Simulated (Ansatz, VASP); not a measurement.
# Al3BiO: VASP beside Ansatz

```
Al Bi O
1.0
     5.23120    0.00000    0.00000
    -2.61560    4.53035    0.00000
     0.00000    0.00000    4.77430
Al Bi O
3 1 1
Direct
  0.50000 0.00000 0.50000
  0.00000 0.50000 0.50000
  0.50000 0.50000 0.50000
  0.00000 0.00000 0.00000
  0.00000 0.00000 0.50000
```

Alike in both runs: functional PBE; k mesh 12 × 12 × 8; occupations gaussian, width 0.1 eV; no spin polarisation.

Ansatz relaxed the structure, and its values are those at the end. VASP's run is a single point on that final structure, the one shown.

|  | VASP | Ansatz |
| --- | --- | --- |
| version | VASP 6.6.1 | Ansatz 0.2.0 |
| potentials or method | VASP PAW PBE potentials, release 64 (Al, Bi_d, O), cutoff 520 eV | scalar-relativistic, plane waves, PAW |
| valence electrons in the cell | 30 | 30 |

```csv
,VASP,Ansatz,Ansatz less VASP
gap on the k mesh at the Fermi level (eV),none,none,-
pressure (GPa),0.0,0.0,+0.04
```

A gap of «none» marks a metal or a gap that the smearing closes.

Neither program's run includes spin-orbit coupling.
